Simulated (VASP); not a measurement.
Here is a VASP 6.6.1 calculation.

Contents of INCAR:

```
ALGO = Normal
EDIFF = 1E-8
ENCUT = 520
ISIF = 2
ISMEAR = -1
LASPH = T
LCHARG = F
LEFG = T
LREAL = F
LWAVE = F
NBANDS = 32
NELM = 80
PREC = Accurate
SIGMA = 0.05
```

Contents of KPOINTS:

```
k-points
0
Gamma
  10 10 7
```

File POSCAR:

```
PtPb
1.0
    4.2214765254      0.0000000000      0.0000000000
   -2.1107382628      3.6559059125      0.0000000000
    0.0000000000      0.0000000000      5.4193814470
Pt Pb
2 2
Direct
    0.3333333333      0.6666666667      0.2500000000
    0.6666666667      0.3333333333      0.7500000000
    0.0000000000      0.0000000000      0.0000000000
    0.0000000000      0.0000000000      0.5000000000
```

Potentials or basis: VASP PAW LDA potentials, release 64 (Pt, Pb_d).

Run with:

```console
$ cat potpaw_LDA.64/Pt/POTCAR potpaw_LDA.64/Pb_d/POTCAR > POTCAR
$ mpirun -np 1 vasp_std > vasp.out
```

Q: Predict the band gap on the k mesh.

A: Zero (bands 24 and 25 overlap by 2.97 eV).

Q: Estimate the pressure.

A: 9.7 GPa.

Electric field gradients, principal values (V/Å²):
```csv
atom,least,middle,greatest (by size)
1 Pt,-35.131,-35.132,70.263
2 Pt,-35.131,-35.132,70.263
3 Pb,-5.752,-5.756,11.509
4 Pb,-5.752,-5.756,11.509
```

Caveat: the cell stands under pressure; without QUAD_EFG the Cq values of the log hold for a quadrupole moment of 1 mb, not for the nuclei; spin-orbit coupling is left out, which moves the levels of the heavy elements.
